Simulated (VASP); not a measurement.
Wanted: the native input for a VASP 6.6.1 run.

| Quantity | Value |
| --- | --- |
| Task | single point |
| Functional | PBE |
| Potentials or basis | VASP PAW PBE potentials, release 64 (Mg, O) |
| Cutoff | 520 eV |
| k mesh | 6 × 6 × 6 |
| Occupations | gaussian, width 0.01 eV |
| Spin | no spin polarisation |
| Dipole correction | no |
| Further INCAR settings | ALGO = Normal; EDIFF = 1e-06; NBANDS = 11 |

The structure of MgO lies in POSCAR:

```
MgO
1.0
    0.0000000000      2.0693150000      2.0693150000
    2.0693150000      0.0000000000      2.0693150000
    2.0693150000      2.0693150000      0.0000000000
Mg O
1 1
Direct
    0.0000000000      0.0000000000      0.0000000000
    0.5000000000      0.5000000000      0.5000000000
```

The input as run:

INCAR

```
  PREC = Accurate
  ENCUT = 520
  EDIFF = 1E-6
  ISMEAR = 0
  SIGMA = 0.01
  LREAL = F
  LASPH = T
  NELM = 100
  ALGO = Normal
  ISIF = 2
  LWAVE = F
  LCHARG = T
  GGA = PE
  LELF = T
  LVHAR = T
  NBANDS = 11
```

KPOINTS

```
regular mesh
0
Gamma
  6 6 6
```

Potentials or basis: VASP PAW PBE potentials, release 64 (Mg, O).

Command:

```console
$ cat potpaw_PBE.64/Mg/POTCAR potpaw_PBE.64/O/POTCAR > POTCAR
$ mpirun -np 1 vasp_std > vasp.out
```

It gave:

```json
{
 "Pressure": "13.8 GPa",
 "Band gap on the k mesh": "5.26 eV, direct"
}
```

Caveat: the k points lie up to 0.44 Å⁻¹ apart.

Wall time 10 s on 1 thread of AMD EPYC 7R43 64-Core Processor (Zen 3) (shared host), peak memory 0.1 GiB.
